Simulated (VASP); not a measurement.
# Ir (Fm-3m) in VASP: further runs

The runs below take Ir through single point, with PBE, LDA.

Program: VASP 6.6.1. These are calculated values, not measurements. Logs are shortened: lines on timing, memory, paths and dates and some standing lists are left out, and cuts for length are marked.

## (1) The cell of the first run

Symmetry: Fm-3m, No. 225, cubic system. Conventional cell: a = 3.869 Å, b = 3.869 Å, c = 3.869 Å, α = 90.00°, β = 90.00°, γ = 90.00°. Within 3.6 Å of Ir (site symmetry m-3m) lie 12 Ir at 2.74 Å.

## (2) Single point, PBE

INCAR reads:

```
ALGO = Normal
EDIFF = 1E-6
ENCUT = 520
GGA = PE
ISIF = 2
ISMEAR = -1
LASPH = T
LCHARG = F
LREAL = F
LWAVE = F
NBANDS = 10
NELM = 80
PREC = Accurate
SIGMA = 0.05
```

KPOINTS reads:

```
k-points
0
Gamma
  12 12 12
```

POSCAR reads:

```
Ir
1.0
    0.0000000000      1.9346648193      1.9346648193
    1.9346648193      0.0000000000      1.9346648193
    1.9346648193      1.9346648193      0.0000000000
Ir
1
Direct
    0.0000000000      0.0000000000      0.0000000000
```

Potentials or basis: VASP PAW PBE potentials, release 64 (Ir).

Command:

```sh
cat potpaw_PBE.64/Ir/POTCAR > POTCAR
mpirun -np 1 vasp_std > vasp.out
```

OUTCAR:

```text
EDIFF = 1E-6
   ENCUT = 520
   GGA = PE
   ISIF = 2
   ISMEAR = -1
   LASPH = T
   LREAL = F
   NELM = 80
   PREC = Accurate

 ion  position               nearest neighbor table
   1  0.000  0.000  0.000-

  LATTYP: Found a face centered cubic cell.
 ALAT       =     3.8693296386

  Lattice vectors:

 A1 = (   0.0000000000,   1.9346648193,   1.9346648193)
 A2 = (   1.9346648193,   0.0000000000,   1.9346648193)
 A3 = (   1.9346648193,   1.9346648193,   0.0000000000)

Analysis of symmetry for initial positions (statically):
[... 5 lines left out ...]
 face centered cubic supercell.

 Subroutine GETGRP returns: Found 48 space group operations
 (whereof 48 operations were pure point group operations)
 out of a pool of 48 trial point group operations.

The static configuration has the point symmetry O_h .

Analysis of symmetry for dynamics (positions and initial velocities):
[... 5 lines left out ...]
 face centered cubic supercell.

 Subroutine GETGRP returns: Found 48 space group operations
 (whereof 48 operations were pure point group operations)
 out of a pool of 48 trial point group operations.

The dynamic configuration has the point symmetry O_h .

 Subroutine INISYM returns: Found 48 space group operations
 (whereof 48 operations are pure point group operations),
 and found     1 'primitive' translations

----------------------------------------------------------------------------------------

                                     Primitive cell

  volume of cell :      14.4826

  direct lattice vectors                    reciprocal lattice vectors
     0.000000000  1.934664819  1.934664819    -0.258442700  0.258442700  0.258442700
     1.934664819  0.000000000  1.934664819     0.258442700 -0.258442700  0.258442700
     1.934664819  1.934664819  0.000000000     0.258442700  0.258442700 -0.258442700

  length of vectors
     2.736029226  2.736029226  2.736029226     0.447635888  0.447635888  0.447635888

  position of ions in fractional coordinates (direct lattice)
     0.000000000  0.000000000  0.000000000

  ion indices of the primitive-cell ions
   primitive index   ion index
                 1           1

----------------------------------------------------------------------------------------

 KPOINTS: k-points

Automatic generation of k-mesh.
 Grid dimensions read from file:
 generate k-points for:   12   12   12

 Generating k-lattice:

  Cartesian coordinates                     Fractional coordinates (reciprocal lattice)
    -0.021536892  0.021536892  0.021536892     0.083333333  0.000000000  0.000000000
[... 52 lines left out ...]
   ICHARG =      2    charge: 1-file 2-atom 10-const
   ISPIN  =      1    spin polarized calculation?
   LNONCOLLINEAR =      F non collinear calculations
   LSORBIT =      F    spin-orbit coupling
   LASPH  =      T    aspherical Exc in radial PAW
   ENCUT  =  520.0 eV  38.22 Ry    6.18 a.u.   5.09  5.09  5.09*2*pi/ulx,y,z
   NELM   =     80;   NELMIN=  2; NELMDL= -5     # of ELM steps
   EDIFF  = 0.1E-05   stopping-criterion for ELM
   LREAL  =      F    real-space projection
   EDIFFG = 0.1E-04   stopping-criterion for IOM
   NSW    =      0    number of steps for IOM
   IBRION =     -1    ionic relax: 0-MD 1-quasi-New 2-CG
   NFREE  =      0    steps in history (QN), initial steepest desc. (CG)
   ISIF   =      2    stress and relaxation
   ISYM   =      2    0-nonsym 1-usesym 2-fastsym
   POTIM  = 0.5000    time-step for ionic-motion
   TEBEG  =    0.0;   TEEND  =   0.0 temperature during run
   PSTRESS=    0.0 pullay stress
   NELECT =       9.0000    total number of electrons
   NUPDOWN=      -1.0000    fix difference up-down
   EMIN   =  10.00;   EMAX   =-10.00  energy-range for DOS
[... 5 lines left out ...]
     AMIX     =   0.40;   BMIX     =  1.00
     AMIX_MAG =   1.60;   BMIX_MAG =  1.00
  volume/ion in A,a.u.               =      14.48        97.73
  Fermi-wavevector in a.u.,A,eV,Ry     =   1.397033  2.640009 26.554499  1.951701
  Thomas-Fermi vector in A             =   2.520329
   LORBIT       =      0    0 simple, 1 ext, 2 COOP (PROOUT), +10 PAW based schemes
   GGA     = PE    functional components
   LHFCALC =     F    Hartree Fock is set to
   AEXX    =    0.0000 exact exchange contribution
   IVDW    =     0    specifies the selected vdW correction
   LEPSILON=     F    determine dielectric tensor
   LRPA    =     F    only Hartree local field effects (RPA)
 non-spin polarized calculation
  energy-cutoff  :      520.00
  volume of cell :       14.48
 maximum number of plane-waves:       399
   NGX = 11   NGY = 11   NGZ = 11

 number of electron       9.0000000 magnetization

 Free energy of the ion-electron system (eV)
  ---------------------------------------------------
  ext. energy  EPLUGINS =         0.00000000
  ---------------------------------------------------
  free energy    TOTEN  =        -8.86969118 eV

  energy without entropy =       -8.86471008  energy(sigma->0) =       -8.86720063

 E-fermi :  10.0269     XC(G=0): -13.8496

 val. band max:       10.0127714027   @ k =  -0.3333   0.3333   0.0000
 cond. band min:      10.0286920971   @ k =  -0.2500   0.0833   0.0000
 fundamental gap:      0.0159206944
 Fermi energy:        10.0269018812

 k-point     1 :       0.0000    0.0000    0.0000
  band No.  band energies     occupation
      1      -0.8646      2.00000
      2       6.2528      2.00000
      3       6.2528      2.00000
      4       6.2528      2.00000
      5       8.8398      2.00000
      6       8.8398      2.00000
      7      24.3770      0.00000
      8      29.8193      0.00000
      9      29.8193      0.00000
     10      29.8193      0.00000
[... 287 lines left out ...]
 k-point    24 :      -0.4167    0.1667    0.0000
  band No.  band energies     occupation
      1       3.0662      2.00000
      2       5.4237      2.00000
      3       6.9515      2.00000
      4       7.1171      2.00000
      5      10.4308      0.00062
      6      13.6860      0.00000
      7      17.0414      0.00000
      8      25.2044      0.00000
      9      27.3708      0.00000
     10      29.3163      0.00000

 [... further k-points ...]
[... 5 lines left out ...]
  --------------------------------------------------------------------------------------
  -------------------------------------------------------------------------------------
  Total        0.0435852      0.0435852      0.0435852     -0.0000000      0.0000000     -0.0000000
  in kB        4.8217254      4.8217254      4.8217254     -0.0000000      0.0000000     -0.0000000
  external PRESSURE =       4.8217254 kB  Pullay stress =       0.0000000 kB

 VOLUME and BASIS-vectors are now :
 -----------------------------------------------------------------------------
  energy-cutoff  :      520.00
  volume of cell :       14.48
      direct lattice vectors                 reciprocal lattice vectors
     0.000000000  1.934664819  1.934664819    -0.258442700  0.258442700  0.258442700
     1.934664819  0.000000000  1.934664819     0.258442700 -0.258442700  0.258442700
     1.934664819  1.934664819  0.000000000     0.258442700  0.258442700 -0.258442700

 POSITION                                       TOTAL-FORCE (eV/Angst)
 -----------------------------------------------------------------------------------
      0.00000      0.00000      0.00000        -0.000000      0.000000     -0.000000
 -----------------------------------------------------------------------------------
    total drift:                                0.000000      0.000000     -0.000000

  FREE ENERGIE OF THE ION-ELECTRON SYSTEM (eV)
  ---------------------------------------------------
  free  energy   TOTEN  =        -8.8696911801 eV

  energy  without entropy=       -8.8647100827  energy(sigma->0) =       -8.86720063
```

Run time: 6.6 s. Hardware: 1 thread of Intel Xeon Platinum 8488C (Sapphire Rapids), shared host; peak memory 0.13 GiB.

What came out:

| Item | Value |
| --- | --- |
| Free energy | -8.8697 eV |
| Pressure | 0.5 GPa |

Caveat: spin-orbit coupling is left out, which moves the levels of the heavy elements.

## (3) Single point, LDA

This run uses another cell than the first one, of 14.06 Å³/atom, 0.971 times its volume.

INCAR reads:

```
PREC = Accurate
ENCUT = 520
EDIFF = 1E-7
ISMEAR = -1
SIGMA = 0.05
LREAL = F
LASPH = T
NELM = 80
ALGO = Normal
ISIF = 2
LWAVE = F
LCHARG = F
NBANDS = 10
```

KPOINTS reads:

```
Automatic mesh
0
Gamma
  12 12 12
```

POSCAR reads:

```
Ir
1.0
    0.0000000000      1.9156000000      1.9156000000
    1.9156000000      0.0000000000      1.9156000000
    1.9156000000      1.9156000000      0.0000000000
Ir
1
Direct
    0.0000000000      0.0000000000      0.0000000000
```

Potentials or basis: VASP PAW LDA potentials, release 64 (Ir).

Command:

```sh
cat potpaw_LDA.64/Ir/POTCAR > POTCAR
mpirun -np 1 vasp_std > vasp.out
```

It took 5.9 s on 1 thread of Intel Xeon Platinum 8488C (Sapphire Rapids), shared host; peak memory 0.13 GiB.

Results (log left out):

```
Free energy : -10.3452 eV
Pressure    : -4.2 GPa
```

Levels at points of the mesh, in eV from the Fermi level:
```
           k point  band 2  band 3  band 4  band 5  band 6  band 7
(0.00, 0.00, 0.00)   -3.99   -3.99   -3.99   -1.24   -1.24   14.30
(0.50, 0.00, 0.00)   -4.08   -4.08   -0.76    0.87    0.87    7.29
(0.50, 0.50, 0.00)   -7.47    0.86    1.45    1.45    1.71   10.57
```

Caveat: spin-orbit coupling is left out, which moves the levels of the heavy elements.

## (4) Single point, PBE, non-collinear spin, zero start, spin-orbit coupling

This run uses another cell than the first one, of 14.06 Å³/atom, 0.971 times its volume.

INCAR reads:

```
  PREC = Accurate
  ENCUT = 520
  EDIFF = 1E-6
  ISMEAR = -1
  SIGMA = 0.05
  LREAL = F
  LASPH = T
  NELM = 150
  ALGO = Fast
  ISIF = 2
  LWAVE = F
  LCHARG = F
  MAGMOM = 0 0 0
  LORBIT = 11
  LSORBIT = T
  GGA_COMPAT = F
  LORBMOM = T
  LMAXMIX = 4
  GGA = PE
  NBANDS = 20
```

KPOINTS reads:

```
regular mesh
0
Gamma
  9 9 9
```

POSCAR is that of step 3.

Potentials or basis: VASP PAW PBE potentials, release 64 (Ir).

Command:

```sh
cat potpaw_PBE.64/Ir/POTCAR > POTCAR
mpirun -np 1 vasp_ncl > vasp.out
```

Run time: 19 s. Hardware: 1 thread of Intel Xeon Platinum 8488C (Sapphire Rapids), shared host; peak memory 0.16 GiB.

The run converged. Its results:

| Quantity | Value |
| --- | --- |
| Free energy | -9.2492 eV |
| Pressure | 12.8 GPa |
| Net moment | 0.00 μB per cell |
| Valence electrons inside the program's atomic spheres | Ir 8.42 |

Moments on the atoms (μB; x, y, z):
```
Ir  0.00 0.00 0.00
```

## (5) Overview

```tsv
level	potentials or basis	spin	cell	k mesh	gap on the mesh (eV)	pressure (GPa)
PBE	VASP PAW PBE potentials, release 64 (Ir)	off	a = 2.736 Å, angles 60.0°, 1 atom	12 × 12 × 12	none	0.5
LDA	VASP PAW LDA potentials, release 64 (Ir)	off	a = 2.709 Å, angles 60.0°, 1 atom	12 × 12 × 12	none	-4.2
PBE	VASP PAW PBE potentials, release 64 (Ir)	non-collinear, zero start, SOC	a = 2.709 Å, angles 60.0°, 1 atom	9 × 9 × 9	-	12.8
```

Alike in all rows: task single point; cutoff (eV) 520; smearing fermi-dirac 0.05 eV.

Caveats: spin-orbit coupling is left out, which moves the levels of the heavy elements (some runs).

Total energies depend on the potentials used, so only differences within one code and one set of settings carry meaning.
